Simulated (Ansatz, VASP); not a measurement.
NbP in VASP and in Ansatz

INCAR

```
SYSTEM = NbP
PREC = Accurate ; ENCUT = 520
EDIFF = 1E-6 ; ISMEAR = -1
SIGMA = 0.05 ; LREAL = .FALSE.
LASPH = .TRUE. ; NELM = 80
ALGO = Normal ; ISIF = 2
LWAVE = .FALSE. ; LCHARG = .FALSE.
GGA = PE ; NBANDS = 26
```

KPOINTS

```
Automatic mesh
0
G
  11 11 11
  0 0 0
```

File POSCAR:

```
NbP
1.0
   -1.6636818200      1.6636818200      5.7015827992
    1.6636818200     -1.6636818200      5.7015827992
    1.6636818200      1.6636818200     -5.7015827992
Nb P
2 2
Direct
    0.2498808000      0.7498808000      0.5000000000
    0.4998808000      0.4998808000      0.0000000000
    0.8327477700      0.3327477700      0.5000000000
    0.0827477700      0.0827477700      0.0000000000
```

input.yaml

```yaml
crystal:
  lattice:
    - [-1.66368182, 1.66368182, 5.7015827992]
    - [1.66368182, -1.66368182, 5.7015827992]
    - [1.66368182, 1.66368182, -5.7015827992]
  atoms:
    - { symbol: Nb, position: [0.2498808, 0.7498808, 0.5] }
    - { symbol: Nb, position: [0.4998808, 0.4998808, 0.0] }
    - { symbol: P, position: [0.83274777, 0.33274777, 0.5] }
    - { symbol: P, position: [0.08274777, 0.08274777, 0.0] }
hamiltonian:
  xc: pbe
  pseudopotentials: { kind: paw }
kpoints:
  mp_grid: { grid: [11, 11, 11] }
scf:
  occupations: { method: fermi_dirac, width: 0.05 }
output:
  forces: true
  stress: true
  eigenvalues: true
  write_density: true
  write_potential: true
  elf: true
  volumetric_format: npy
```

Alike in both runs: task single point; functional PBE; k mesh 11 × 11 × 11; occupations fermi-dirac, width 0.05 eV; no spin polarisation.

|  | VASP | Ansatz |
| --- | --- | --- |
| version | VASP 6.6.1 | Ansatz 0.2.0 |
| potentials or method | VASP PAW PBE potentials, release 64 (Nb_sv, P) | Ansatz PAW |
| plane-wave cutoff (eV) | 520 | 420 |
| valence electrons in the cell | 36 | 36 |

```tsv
	VASP	Ansatz	Ansatz less VASP
gap on the k mesh at the Fermi level (eV)	none	none	-
pressure (GPa)	2.4	2.8	+0.41
traceless stress, the component that is largest in VASP (GPa)	-0.63	-0.66	-0.023
rms of the force components (eV/Å)	0.013	0.014	+0.0008
```

Atom by atom the forces differ by 0.001 eV/Å (rms over components). A gap of «none» marks a metal or a gap that the smearing closes. The functional is the same, so the differences come from potentials, cutoffs and numerics.
